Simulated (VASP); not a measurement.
## AlIn2N3: single point with PBE

The system is AlIn2N3.

```
Al In N
1.0
     4.59799    0.00000    0.00000
     0.00000    4.59799    0.00000
     0.00000    0.00000    4.12011
Al In N
1 2 3
Direct
  0.50000 0.50000 0.50000
  0.50000 0.00000 0.00000
  0.00000 0.50000 0.00000
  0.50000 0.00000 0.50000
  0.00000 0.50000 0.50000
  0.50000 0.50000 0.00000
```

The cell was built from a structure type or drawn by symmetry, and may not be a known phase.

```
Program             : VASP 6.6.1
Task                : single point
Functional          : PBE
Potentials or basis : VASP PAW PBE potentials, release 64 (Al, In_d, N)
Cutoff              : 520 eV
k mesh              : 4 × 4 × 4
Occupations         : gaussian, width 0.1 eV
Spin                : collinear spin, ferromagnetic start
Starting moments    : [0.0, 0.0, 0.0, 1.0, 1.0, 1.0] μB
```

```json
{"Pressure": "0.2 GPa", "Band gap on the k mesh": "zero (filled and empty bands overlap)", "Net moment": "0.00 μB per cell", "Valence electrons inside the program's atomic spheres": "Al 0.60; In 11.53; N 3.62, 3.71 (each value once)"}
```

Stress tensor (GPa, compression positive):
```
0.28 0.00 0.00
0.00 0.28 0.00
0.00 0.00 0.13
```

Levels at points of the mesh, in eV from the Fermi level:
Spin up:
```csv
k point,band 20,band 21,band 22,band 23,band 24,band 25
"(0.00, 0.00, 0.00)",-1.64,-1.64,-0.86,-0.86,1.72,2.09
"(0.50, 0.00, 0.00)",-1.78,-1.54,-1.39,0.02,1.78,4.35
"(0.50, 0.50, 0.00)",-3.68,-1.44,-0.01,1.48,3.41,3.41
"(0.00, 0.00, 0.50)",-3.06,-0.13,-0.13,3.07,3.80,3.80
"(0.50, 0.00, 0.50)",-1.06,-0.77,-0.16,1.69,2.84,4.31
"(0.50, 0.50, 0.50)",-0.88,-0.07,-0.07,0.51,3.95,4.68
```
Spin down:
```tsv
k point	band 20	band 21	band 22	band 23	band 24	band 25
(0.00, 0.00, 0.00)	-1.64	-1.64	-0.86	-0.86	1.72	2.09
(0.50, 0.00, 0.00)	-1.78	-1.54	-1.39	0.02	1.78	4.35
(0.50, 0.50, 0.00)	-3.68	-1.44	-0.01	1.48	3.41	3.41
(0.00, 0.00, 0.50)	-3.06	-0.14	-0.14	3.07	3.80	3.80
(0.50, 0.00, 0.50)	-1.06	-0.77	-0.16	1.69	2.84	4.31
(0.50, 0.50, 0.50)	-0.88	-0.07	-0.07	0.51	3.95	4.68
```

Run time: 110 s on 1 thread of Intel(R) Xeon(R) Platinum 8488C (Sapphire Rapids) (shared host), peak memory 0.27 GiB.

Caveat: the k points lie up to 0.38 Å⁻¹ apart, too coarse for converged energies and pressures of a metal; spin-orbit coupling is left out, which moves the levels of the heavy elements.
